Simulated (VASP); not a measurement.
# Sb (P6_3/mmc) in VASP: further runs

Sb is run at these levels: BLYP; tasks: single point.

Program: VASP 6.6.1. These are calculated values, not measurements. Logs are shortened: lines on timing, memory, paths and dates and some standing lists are left out, and cuts for length are marked.

**1. The cell of the first run**

Symmetry: P6_3/mmc, No. 194, hexagonal system. Conventional cell: a = 3.294 Å, b = 3.294 Å, c = 11.369 Å, α = 90.00°, β = 90.00°, γ = 120.00°. Within 4.3 Å of Sb (site symmetry -3m) lie 12 Sb at 3.29 to 3.42 Å. Within 4.3 Å of Sb (site symmetry -6m2) lie 12 Sb at 3.29 to 3.42 Å.

**2. Single point, BLYP (volume scaled by 0.88)**

File INCAR:

```
SYSTEM = Sb
PREC     = Accurate       ! precision mode
ENCUT    = 520            ! plane-wave cutoff, eV
EDIFF    = 1E-6           ! SCF threshold, eV
ISMEAR   = -1             ! smearing method
SIGMA    = 0.1            ! smearing width, eV
LREAL    = .False.        ! projectors in reciprocal space
LASPH    = .True.         ! aspherical terms in the spheres
NELM     = 100            ! most SCF steps
ALGO     = Normal         ! electronic algorithm
ISIF     = 2              ! what is computed and relaxed
LWAVE    = .False.        ! write WAVECAR
LCHARG   = .False.        ! write CHGCAR
GGA      = B5             ! functional
ALDAX    = 1.0          
AGGAX    = 1.0          
AGGAC    = 1.0          
ALDAC    = 0.0          
NBANDS   = 18             ! bands
```

File KPOINTS:

```
Automatic mesh
0
Gamma
  12 12 3
  0 0 0
```

File POSCAR:

```
Sb
1.0
    3.2940477791      0.0000000000      0.0000000000
   -1.6470238896      2.8527290580      0.0000000000
    0.0000000000      0.0000000000     11.3694508727
Sb
4
Direct
    1.0000000000      1.0000000000      0.0000000000
    1.0000000000      1.0000000000      0.5000000000
    0.3333333333      0.6666666667      0.2500000000
    0.6666666667      0.3333333333      0.7500000000
```

Potentials or basis: VASP PAW PBE potentials, release 64 (Sb).

The run is started by

```
$ cat potpaw_PBE.64/Sb/POTCAR > POTCAR
$ mpirun -np 1 vasp_std > vasp.out
```

OUTCAR:

```text
SYSTEM = Sb
   PREC = Accurate
   ENCUT = 520
   EDIFF = 1E-6
   ISMEAR = -1
   LREAL = .False.
   LASPH = .True.
   NELM = 100
   ISIF = 2
   GGA = B5

 ion  position               nearest neighbor table
   1  0.000  0.000  0.000-   3 3.42   4 3.42   4 3.42   3 3.42   4 3.42   3 3.42
   2  0.000  0.000  0.500-   3 3.42   4 3.42   4 3.42   3 3.42   4 3.42   3 3.42
   3  0.333  0.667  0.250-   1 3.42   2 3.42   1 3.42   2 3.42   1 3.42   2 3.42
   4  0.667  0.333  0.750-   1 3.42   2 3.42   1 3.42   2 3.42   1 3.42   2 3.42

  LATTYP: Found a hexagonal cell.
 ALAT       =     3.2940477791
 C/A-ratio  =     3.4515136498

  Lattice vectors:

 A1 = (   3.2940477791,   0.0000000000,   0.0000000000)
 A2 = (  -1.6470238896,   2.8527290580,   0.0000000000)
 A3 = (   0.0000000000,   0.0000000000,  11.3694508727)

Analysis of symmetry for initial positions (statically):
=====================================================================
 Subroutine PRICEL returns:
 Original cell was already a primitive cell.

 Routine SETGRP: Setting up the symmetry group for a
 hexagonal supercell.

 Subroutine GETGRP returns: Found 24 space group operations
 (whereof 12 operations were pure point group operations)
 out of a pool of 24 trial point group operations.

The static configuration has the point symmetry D_3d.
 The point group associated with its full space group is D_6h.

Analysis of symmetry for dynamics (positions and initial velocities):
=====================================================================
 Subroutine PRICEL returns:
 Original cell was already a primitive cell.

 Routine SETGRP: Setting up the symmetry group for a
 hexagonal supercell.

 Subroutine GETGRP returns: Found 24 space group operations
 (whereof 12 operations were pure point group operations)
 out of a pool of 24 trial point group operations.

The dynamic configuration has the point symmetry D_3d.
 The point group associated with its full space group is D_6h.

 Subroutine INISYM returns: Found 24 space group operations
 (whereof 12 operations are pure point group operations),
 and found     1 'primitive' translations

----------------------------------------------------------------------------------------

                                     Primitive cell
[... 85 lines left out ...]
 SYSTEM =  Sb
   PREC   = accura    normal or accurate (medium, high low for compatibility)
   ISTART =      0    job   : 0-new  1-cont  2-samecut
   ICHARG =      2    charge: 1-file 2-atom 10-const
   ISPIN  =      1    spin polarized calculation?
   LNONCOLLINEAR =      F non collinear calculations
   LSORBIT =      F    spin-orbit coupling
   LASPH  =      T    aspherical Exc in radial PAW
   ENCUT  =  520.0 eV  38.22 Ry    6.18 a.u.   6.12  6.12 21.14*2*pi/ulx,y,z
   NELM   =    100;   NELMIN=  2; NELMDL= -5     # of ELM steps
   EDIFF  = 0.1E-05   stopping-criterion for ELM
   LREAL  =      F    real-space projection
   EDIFFG = 0.1E-04   stopping-criterion for IOM
   NSW    =      0    number of steps for IOM
   IBRION =     -1    ionic relax: 0-MD 1-quasi-New 2-CG
   NFREE  =      0    steps in history (QN), initial steepest desc. (CG)
   ISIF   =      2    stress and relaxation
   ISYM   =      2    0-nonsym 1-usesym 2-fastsym
   POTIM  = 0.5000    time-step for ionic-motion
   TEBEG  =    0.0;   TEEND  =   0.0 temperature during run
   PSTRESS=    0.0 pullay stress
   NELECT =      20.0000    total number of electrons
   NUPDOWN=      -1.0000    fix difference up-down
   EMIN   =  10.00;   EMAX   =-10.00  energy-range for DOS
   EFERMI =   0.00;   METHOD = LEGACY
   ISMEAR =    -1;   SIGMA  =   0.10  broadening in eV -4-tet -1-fermi 0-gaus
   EFERMI_NEDOS =   21; number of points for ismear=-14 and -15
   IALGO  =     38    algorithm
   IMIX   =      4    mixing-type and parameters
     AMIX     =   0.40;   BMIX     =  1.00
     AMIX_MAG =   1.60;   BMIX_MAG =  1.00
  volume/ion in A,a.u.               =      26.71       180.25
  Fermi-wavevector in a.u.,A,eV,Ry     =   0.936501  1.769730 11.932771  0.877034
  Thomas-Fermi vector in A             =   2.063517
   LORBIT       =      0    0 simple, 1 ext, 2 COOP (PROOUT), +10 PAW based schemes
   GGA     = B5    functional components
   LHFCALC =     F    Hartree Fock is set to
   AEXX    =    0.0000 exact exchange contribution
   IVDW    =     0    specifies the selected vdW correction
   LEPSILON=     F    determine dielectric tensor
   LRPA    =     F    only Hartree local field effects (RPA)
 non-spin polarized calculation
  energy-cutoff  :      520.00
  volume of cell :      106.84
 maximum number of plane-waves:      2910
   NGX = 13   NGY = 13   NGZ = 43

 number of electron      20.0000002 magnetization

 Free energy of the ion-electron system (eV)
  ---------------------------------------------------
  ext. energy  EPLUGINS =         0.00000000
  ---------------------------------------------------
  free energy    TOTEN  =       -11.58807229 eV

  energy without entropy =      -11.50612243  energy(sigma->0) =      -11.54709736

 E-fermi :   9.1211     XC(G=0):  -9.5909

 val. band max:        9.1047374006   @ k =   0.2500   0.2500   0.0000
 cond. band min:       9.1285724277   @ k =   0.3333   0.1667   0.3333
 fundamental gap:      0.0238350271
 Fermi energy:         9.1210829775

 k-point     1 :       0.0000    0.0000    0.0000
  band No.  band energies     occupation
      1      -3.8787      2.00000
      2      -2.7877      2.00000
      3      -2.7714      2.00000
      4      -0.6742      2.00000
      5       3.2938      2.00000
      6       7.7125      2.00000
[... 481 lines left out ...]
      5       5.3388      2.00000
      6       5.7133      2.00000
[... 10 lines left out ...]
     17      14.7906      0.00000
     18      15.0410      0.00000

 [... further k-points ...]
[... 5 lines left out ...]
  --------------------------------------------------------------------------------------
  -------------------------------------------------------------------------------------
  Total        5.6763716      5.6763716      4.5808113     -0.0000000      0.0000000     -0.0000000
  in kB       85.1238954     85.1238954     68.6946756     -0.0000000      0.0000000     -0.0000000
  external PRESSURE =      79.6474888 kB  Pullay stress =       0.0000000 kB

 VOLUME and BASIS-vectors are now :
 -----------------------------------------------------------------------------
  energy-cutoff  :      520.00
  volume of cell :      106.84
      direct lattice vectors                 reciprocal lattice vectors
     3.294047779  0.000000000  0.000000000     0.303577867  0.175270763  0.000000000
    -1.647023890  2.852729058  0.000000000     0.000000000  0.350541527  0.000000000
     0.000000000  0.000000000 11.369450873     0.000000000  0.000000000  0.087954995

 POSITION                                       TOTAL-FORCE (eV/Angst)
 -----------------------------------------------------------------------------------
      0.00000      0.00000      0.00000        -0.000000      0.000000     -0.000000
      0.00000      0.00000      5.68473        -0.000000      0.000000     -0.000000
     -0.00000      1.90182      2.84236        -0.000000      0.000000     -0.000000
      1.64702      0.95091      8.52709         0.000000     -0.000000      0.000000
 -----------------------------------------------------------------------------------
    total drift:                               -0.000000      0.000000      0.000000

  FREE ENERGIE OF THE ION-ELECTRON SYSTEM (eV)
  ---------------------------------------------------
  free  energy   TOTEN  =       -11.5880722933 eV

  energy  without entropy=      -11.5061224299  energy(sigma->0) =      -11.54709736
```

stdout:

```text
POSCAR found type information on POSCAR Sb
 POSCAR found :  1 types and       4 ions
 scaLAPACK will be used
 -----------------------------------------------------------------------------
|                                                                             |
|                                                                             |
|     You enforced a specific xc type in the INCAR file but a different       |
|     I HOPE YOU KNOW WHAT YOU ARE DOING!                                     |
|                                                                             |
 -----------------------------------------------------------------------------

 LDA part: xc-table for (Slater(with rela. corr.)+VWN5), standard interpolation
 POSCAR, INCAR and KPOINTS ok, starting setup
 FFT: planning ... GRIDC
 FFT: planning ... GRID_SOFT
 FFT: planning ... GRID
 WAVECAR not read
 entering main loop
```

Run time: 28 s. Hardware: 1 thread of Intel Xeon 6975P-C (Granite Rapids), shared host; peak memory 0.23 GiB.

Results:

```
Free energy            : -11.5881 eV
Pressure               : 8.0 GPa
Band gap on the k mesh : zero (band 10 reaches 13.52 eV, above the bottom of band 11 at 6.81 eV)
```

Levels at points of the mesh, in eV from the Fermi level:
| k point | band 7 | band 8 | band 9 | band 10 | band 11 | band 12 | band 13 | band 14 |
| --- | --- | --- | --- | --- | --- | --- | --- | --- |
| (0.00, 0.00, 0.00) | -1.40 | 4.12 | 4.12 | 4.40 | 4.75 | 4.75 | 4.78 | 4.78 |
| (0.50, 0.00, 0.00) | -4.14 | -3.75 | -1.72 | -0.90 | 0.76 | 1.40 | 1.83 | 1.85 |

Caveat: the cell differs from its parent crystal (volume scaled by 0.88); the PAW data sets were made with another functional, which shifts forces and pressure a little; spin-orbit coupling is left out, which moves the levels of the heavy elements.

**3. Single point, BLYP (volume scaled by 0.92)**

File INCAR:

```
PREC = Accurate ; ENCUT = 520
EDIFF = 1E-6 ; ISMEAR = -1
SIGMA = 0.1 ; LREAL = False
LASPH = True ; NELM = 60
ALGO = Normal ; ISIF = 2
LWAVE = False ; LCHARG = True
GGA = B5 ; ALDAX = 1.0
AGGAX = 1.0 ; AGGAC = 1.0
ALDAC = 0.0 ; LELF = True
LVHAR = True ; NBANDS = 18
```

File KPOINTS:

```
Automatic mesh
0
Gamma
  12 12 3
```

File POSCAR:

```
Sb
1.0
    3.3432199208      0.0000000000      0.0000000000
   -1.6716099604      2.8953133818      0.0000000000
    0.0000000000      0.0000000000     11.5391691909
Sb
4
Direct
    1.0000000000      1.0000000000      0.0000000000
    1.0000000000      1.0000000000      0.5000000000
    0.3333333333      0.6666666667      0.2500000000
    0.6666666667      0.3333333333      0.7500000000
```

Potentials or basis: VASP PAW PBE potentials, release 64 (Sb).

The run is started by

```
$ cat potpaw_PBE.64/Sb/POTCAR > POTCAR
$ mpirun -np 1 vasp_std > vasp.out
```

Run time: 39 s. Hardware: 1 thread of Intel Xeon 6975P-C (Granite Rapids), shared host; peak memory 0.27 GiB.

It converged, with:

```yaml
Free_energy: -11.7788 eV
Pressure: 4.7 GPa
Band_gap_on_the_k_mesh: zero (band 10 reaches 12.67 eV, above the bottom of band 11 at 6.34 eV)
```

Stress tensor (GPa, compression positive):
```
5.11 0.00 0.00
0.00 5.11 0.00
0.00 0.00 3.98
```

Levels at points of the mesh, in eV from the Fermi level:
```csv
k point,band 7,band 8,band 9,band 10,band 11,band 12,band 13,band 14
"(0.00, 0.00, 0.00)",-1.37,3.88,3.88,4.13,4.47,4.47,4.49,4.49
"(0.50, 0.00, 0.00)",-4.00,-3.62,-1.62,-0.83,0.73,1.30,1.74,1.76
```

Caveat: the cell differs from its parent crystal (volume scaled by 0.92); the PAW data sets were made with another functional, which shifts forces and pressure a little; spin-orbit coupling is left out, which moves the levels of the heavy elements.

**4. Single point, BLYP (volume scaled by 0.96)**

File INCAR:

```
SYSTEM = Sb
  PREC = Accurate
  ENCUT = 520
  EDIFF = 1E-6
  ISMEAR = -1
  SIGMA = 0.1
  LREAL = .FALSE.
  LASPH = .TRUE.
  NELM = 100
  ALGO = Normal
  ISIF = 2
  LWAVE = .FALSE.
  LCHARG = .FALSE.
  GGA = B5
  ALDAX = 1.0
  AGGAX = 1.0
  AGGAC = 1.0
  ALDAC = 0.0
  NBANDS = 18
```

File KPOINTS:

```
regular mesh
0
G
  12 12 3
  0 0 0
```

File POSCAR:

```
Sb
1.0
    3.3909866589      0.0000000000      0.0000000000
   -1.6954933295      2.9366805905      0.0000000000
    0.0000000000      0.0000000000     11.7040367396
Sb
4
Direct
    1.0000000000      1.0000000000      0.0000000000
    1.0000000000      1.0000000000      0.5000000000
    0.3333333333      0.6666666667      0.2500000000
    0.6666666667      0.3333333333      0.7500000000
```

The run is started by

```
$ cat potpaw_PBE.64/Sb/POTCAR > POTCAR
$ mpirun -np 1 vasp_std > vasp.out
```

It took 40 s on 1 thread of Intel Xeon 6975P-C (Granite Rapids), shared host; peak memory 0.26 GiB.

Results (log left out):

* Free energy: -11.8818 eV
* Pressure: 2.2 GPa
* Band gap on the k mesh: zero (band 10 reaches 11.89 eV, above the bottom of band 11 at 5.91 eV)

Stress tensor (GPa, compression positive):
```
2.38 0.00 0.00
0.00 2.38 0.00
0.00 0.00 1.70
```

Levels at points of the mesh, in eV from the Fermi level:
```tsv
k point	band 6	band 7	band 8	band 9	band 10	band 11	band 12	band 13	band 14	band 15
(0.00, 0.00, 0.00)	-1.35	-1.34	3.65	3.65	3.89	4.21	4.21	4.23	4.23	4.90
(0.50, 0.00, 0.00)	-4.85	-3.86	-3.50	-1.52	-0.78	0.70	1.21	1.65	1.67	2.05
```

Caveat: the cell differs from its parent crystal (volume scaled by 0.96); the PAW data sets were made with another functional, which shifts forces and pressure a little; spin-orbit coupling is left out, which moves the levels of the heavy elements.

**5. Single point, BLYP**

This run uses another cell than the first one, of 30.35 Å³/atom, 1.136 times its volume.

File INCAR:

```
AGGAC = 1.0 ; AGGAX = 1.0
ALDAC = 0.0 ; ALDAX = 1.0
ALGO = Normal ; EDIFF = 1E-6
ENCUT = 520 ; GGA = B5
ISIF = 2 ; ISMEAR = -1
LASPH = T ; LCHARG = F
LREAL = F ; LWAVE = F
NBANDS = 18 ; NELM = 100
PREC = Accurate ; SIGMA = 0.1
```

File KPOINTS:

```
k-points
0
Gamma
  12 12 3
```

File POSCAR:

```
Sb
1.0
    3.4374443040      0.0000000000      0.0000000000
   -1.7187221520      2.9769140913      0.0000000000
    0.0000000000      0.0000000000     11.8643859356
Sb
4
Direct
    1.0000000000      1.0000000000      0.0000000000
    1.0000000000      1.0000000000      0.5000000000
    0.3333333333      0.6666666667      0.2500000000
    0.6666666667      0.3333333333      0.7500000000
```

The run is started by

```
$ cat potpaw_PBE.64/Sb/POTCAR > POTCAR
$ mpirun -np 1 vasp_std > vasp.out
```

Wall time 34 s (1 thread of Intel Xeon 6975P-C (Granite Rapids), shared host); peak memory 0.26 GiB.

The run converged. Its results:

```
Free energy            : -11.9150 eV
Pressure               : 0.1 GPa
Band gap on the k mesh : zero (band 10 reaches 11.18 eV, above the bottom of band 11 at 5.52 eV)
```

Stress tensor (GPa, compression positive):
```
 0.21  0.00  0.00
 0.00  0.21  0.00
 0.00  0.00 -0.11
```

Levels at points of the mesh, in eV from the Fermi level:
| k point | band 6 | band 7 | band 8 | band 9 | band 10 | band 11 | band 12 | band 13 | band 14 | band 15 |
| --- | --- | --- | --- | --- | --- | --- | --- | --- | --- | --- |
| (0.00, 0.00, 0.00) | -1.32 | -1.31 | 3.45 | 3.45 | 3.66 | 3.97 | 3.97 | 3.98 | 3.98 | 4.61 |
| (0.50, 0.00, 0.00) | -4.63 | -3.73 | -3.38 | -1.43 | -0.73 | 0.66 | 1.13 | 1.57 | 1.59 | 1.95 |

Caveat: the PAW data sets were made with another functional, which shifts forces and pressure a little; spin-orbit coupling is left out, which moves the levels of the heavy elements.

**6. Single point, BLYP (volume scaled by 1.04)**

File INCAR:

```
SYSTEM = Sb
PREC     = Accurate       ! precision mode
ENCUT    = 520            ! plane-wave cutoff, eV
EDIFF    = 1E-6           ! SCF threshold, eV
ISMEAR   = -1             ! smearing method
SIGMA    = 0.1            ! smearing width, eV
LREAL    = .FALSE.        ! projectors in reciprocal space
LASPH    = .TRUE.         ! aspherical terms in the spheres
NELM     = 100            ! most SCF steps
ALGO     = Normal         ! electronic algorithm
ISIF     = 2              ! what is computed and relaxed
LWAVE    = .FALSE.        ! write WAVECAR
LCHARG   = .FALSE.        ! write CHGCAR
GGA      = B5             ! functional
ALDAX    = 1.0          
AGGAX    = 1.0          
AGGAC    = 1.0          
ALDAC    = 0.0          
NBANDS   = 18             ! bands
```

File KPOINTS:

```
Automatic mesh
0
G
  12 12 3
  0 0 0
```

File POSCAR:

```
Sb
1.0
    3.4826790217      0.0000000000      0.0000000000
   -1.7413395108      3.0160885060      0.0000000000
    0.0000000000      0.0000000000     12.0205141812
Sb
4
Direct
    1.0000000000      1.0000000000      0.0000000000
    1.0000000000      1.0000000000      0.5000000000
    0.3333333333      0.6666666667      0.2500000000
    0.6666666667      0.3333333333      0.7500000000
```

Potentials or basis: VASP PAW PBE potentials, release 64 (Sb).

The run is started by

```
$ cat potpaw_PBE.64/Sb/POTCAR > POTCAR
$ mpirun -np 1 vasp_std > vasp.out
```

It took 35 s on 1 thread of Intel Xeon 6975P-C (Granite Rapids), shared host; peak memory 0.26 GiB.

The run converged. Its results:

| Property | Result |
| --- | --- |
| Free energy | -11.8926 eV |
| Pressure | -1.5 GPa |
| Band gap on the k mesh | zero (band 10 reaches 10.51 eV, above the bottom of band 11 at 5.15 eV) |

Levels at points of the mesh, in eV from the Fermi level:
| k point | band 8 | band 9 | band 10 | band 11 | band 12 | band 13 |
| --- | --- | --- | --- | --- | --- | --- |
| (0.00, 0.00, 0.00) | 3.26 | 3.26 | 3.45 | 3.75 | 3.75 | 3.76 |
| (0.50, 0.00, 0.00) | -3.26 | -1.35 | -0.68 | 0.64 | 1.06 | 1.49 |

Caveat: the cell differs from its parent crystal (volume scaled by 1.04); the PAW data sets were made with another functional, which shifts forces and pressure a little; spin-orbit coupling is left out, which moves the levels of the heavy elements.

**7. Overview**

```csv
cell,gap on the mesh (eV),pressure (GPa)
"a = 3.294, b = 3.294, c = 11.369 Å, angles 90.0, 90.0, 120.0°, 4 atoms",none,8.0
"a = 3.343, b = 3.343, c = 11.539 Å, angles 90.0, 90.0, 120.0°, 4 atoms",none,4.7
"a = 3.391, b = 3.391, c = 11.704 Å, angles 90.0, 90.0, 120.0°, 4 atoms",none,2.2
"a = 3.437, b = 3.437, c = 11.864 Å, angles 90.0, 90.0, 120.0°, 4 atoms",none,0.1
"a = 3.483, b = 3.483, c = 12.021 Å, angles 90.0, 90.0, 120.0°, 4 atoms",none,-1.5
```

Alike in all rows: task single point; level BLYP; potentials or basis VASP PAW PBE potentials, release 64 (Sb); no spin polarisation; k mesh 12 × 12 × 3; cutoff (eV) 520; smearing fermi-dirac 0.1 eV.

Caveats: the PAW data sets were made with another functional, which shifts forces and pressure a little; spin-orbit coupling is left out, which moves the levels of the heavy elements.

Absolute energies hang on the potentials; compare differences alone.
